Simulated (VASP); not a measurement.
Wanted: the native input for a VASP 6.6.1 run.

* Task: single point
* Functional: r2SCAN
* Potentials or basis: VASP PAW PBE potentials, release 64 (B)
* Cutoff: 520 eV
* k mesh: 11 × 11 × 15
* Occupations: fermi-dirac, width 0.1 eV
* Spin: no spin polarisation
* Dipole correction: no
* Further INCAR settings: ALGO = Normal; EDIFF = 1e-06; NBANDS = 12

Crystal: B.

```xyz
3
Lattice="2.8592 0.0000 0.0000 -1.4296 2.4761 0.0000 0.0000 0.0000 2.8356" Properties=species:S:1:pos:R:3 pbc="T T T"
B     0.0000    0.0000    0.0000
B     0.0000    1.6507    1.4178
B     1.4296    0.8254    1.4178
```

The input as run:

POSCAR

```
B
1.0
    2.8591632103      0.0000000000      0.0000000000
   -1.4295816051      2.4761079736      0.0000000000
    0.0000000000      0.0000000000      2.8356238873
B
3
Direct
    0.0000000000      0.0000000000      0.0000000000
    0.3333333333      0.6666666667      0.5000000000
    0.6666666667      0.3333333333      0.5000000000
```

INCAR.step1

```
  ALGO = Normal
  EDIFF = 1E-4
  ENCUT = 520
  GGA = PE
  ISMEAR = -1
  LASPH = T
  LCHARG = F
  LREAL = F
  LWAVE = T
  NBANDS = 12
  NELM = 100
  PREC = Accurate
  SIGMA = 0.1
```

INCAR.step2

```
  ALGO = Normal
  EDIFF = 1E-6
  ENCUT = 520
  ISIF = 2
  ISMEAR = -1
  ISTART = 1
  LASPH = T
  LCHARG = F
  LMIXTAU = T
  LREAL = F
  LWAVE = F
  METAGGA = R2SCAN
  NBANDS = 12
  NELM = 100
  PREC = Accurate
  SIGMA = 0.1
```

KPOINTS

```
k-points
0
Gamma
  11 11 15
```

Potentials or basis: VASP PAW PBE potentials, release 64 (B).

Run with:

```bash
$ cat potpaw_PBE.64/B/POTCAR > POTCAR
$ cp INCAR.step1 INCAR
$ mpirun -np 1 vasp_std > vasp.out
$ cp INCAR.step2 INCAR
$ mpirun -np 1 vasp_std > vasp.out
```

Results of the run:

```json
{"Pressure": "0.2 GPa"}
```

Caveat: the PAW data sets were made with another functional, which shifts forces and pressure a little.

Run time: 28 s on 1 thread of Intel(R) Xeon(R) 6975P-C (Granite Rapids), with other jobs on the host, peak memory 0.14 GiB.
